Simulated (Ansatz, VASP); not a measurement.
TiB2 in VASP and in Ansatz

Contents of INCAR:

```
SYSTEM = TiB2
PREC     = Accurate       ! precision mode
ENCUT    = 600            ! plane-wave cutoff, eV
EDIFF    = 1E-6           ! SCF threshold, eV
ISMEAR   = -1             ! smearing method
SIGMA    = 0.15           ! smearing width, eV
LREAL    = .FALSE.        ! projectors in reciprocal space
LASPH    = .TRUE.         ! aspherical terms in the spheres
NELM     = 60             ! most SCF steps
ALGO     = Normal         ! electronic algorithm
ISIF     = 3              ! what is computed and relaxed
LWAVE    = .FALSE.        ! write WAVECAR
LCHARG   = .FALSE.        ! write CHGCAR
GGA      = CA             ! functional
IBRION   = 2              ! ionic algorithm
NSW      = 80             ! ionic steps
EDIFFG   = -0.03          ! ionic threshold
```

The input KPOINTS:

```
Automatic mesh
0
G
  13 13 10
  0 0 0
```

The input POSCAR:

```
TiB2
1.0
    3.0292000000      0.0000000000      0.0000000000
   -1.5146000000      2.6233641500      0.0000000000
    0.0000000000      0.0000000000      3.2284000000
Ti B
1 2
Direct
    0.0000000000      0.0000000000      0.0000000000
    0.3333333333      0.6666666667      0.5000000000
    0.6666666667      0.3333333333      0.5000000000
```

Input for Ansatz:

```yaml
crystal:
  lattice:
    - [3.0292, 0.0, 0.0]
    - [-1.5146, 2.62336415, 0.0]
    - [0.0, 0.0, 3.2284]
  atoms:
    - { symbol: Ti, position: [0.0, 0.0, 0.0] }
    - { symbol: B, position: [0.3333333333333333, 0.6666666666666666, 0.5] }
    - { symbol: B, position: [0.6666666666666666, 0.3333333333333333, 0.5] }
kpoints:
  mp_grid:
    grid: [13, 13, 10]
hamiltonian:
  xc: lda
  dispersion: none
scf:
  occupations:
    method: fermi_dirac
    width: 0.15
relax:
  f_tol: 0.03
  cell: {}
```

Alike in both runs: task relaxation of cell and atoms; functional LDA; k mesh 13 × 13 × 10; occupations fermi-dirac, width 0.15 eV; no spin polarisation.

|  | VASP | Ansatz |
| --- | --- | --- |
| version | VASP 6.6.1 | Ansatz 0.2.0 |
| potentials or method | VASP PAW LDA potentials, release 64 (Ti_sv, B) | plane waves, PAW |
| plane-wave cutoff (eV) | 600 | 420 |
| valence electrons in the cell | 18 | 18 |

```tsv
	VASP	Ansatz	Ansatz less VASP
relaxed volume (Å³/atom)	8.19	8.18	-0.011
relaxed cell length with the largest relative difference (Å)	3.162	3.160	-0.0022
```

LDA's correlation is that of Perdew and Zunger in VASP and of Perdew and Wang (1992) in Ansatz.
